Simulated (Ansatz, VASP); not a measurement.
# One calculation of BaTiO3, two programs

```
Ba Ti O
1.0
     2.82767    1.63255    2.38726
    -2.82767    1.63255    2.38726
     0.00000   -3.26511    2.38726
Ba Ti O
1 1 3
Direct
  0.00000 0.00000 0.00000
  0.51400 0.51400 0.51400
  0.49160 0.49160 0.98150
  0.49160 0.98150 0.49160
  0.98150 0.49160 0.49160
```

Change from the starting cell: zz strain of +3 %.

Alike in both runs: task single point; functional LDA; k mesh 9 × 9 × 9; occupations fermi-dirac, width 0.05 eV; no spin polarisation.

```csv
,VASP,Ansatz
version,VASP 6.6.1,Ansatz 0.2.0
potentials or method,"VASP PAW LDA potentials, release 64 (Ba_sv, Ti_sv, O), cutoff 520 eV","all-electron LAPW, scalar-relativistic"
```

```tsv
	VASP	Ansatz	Ansatz less VASP
gap on the k mesh at the Fermi level (eV)	2.21	2.25	+0.046
pressure (GPa)	-8.3	-10.2	-1.86
traceless stress, the component that is largest in VASP (GPa)	-4.26	-4.07	+0.189
rms of the force components (eV/Å)	0.126	0.159	+0.0330
```

LDA's correlation is that of Perdew and Zunger in VASP and of Perdew and Wang (1992) in Ansatz. Atom by atom the forces differ by 0.036 eV/Å (rms over components). Ansatz ran all-electron here, and VASP with PAW potentials.

Neither program's run includes spin-orbit coupling.
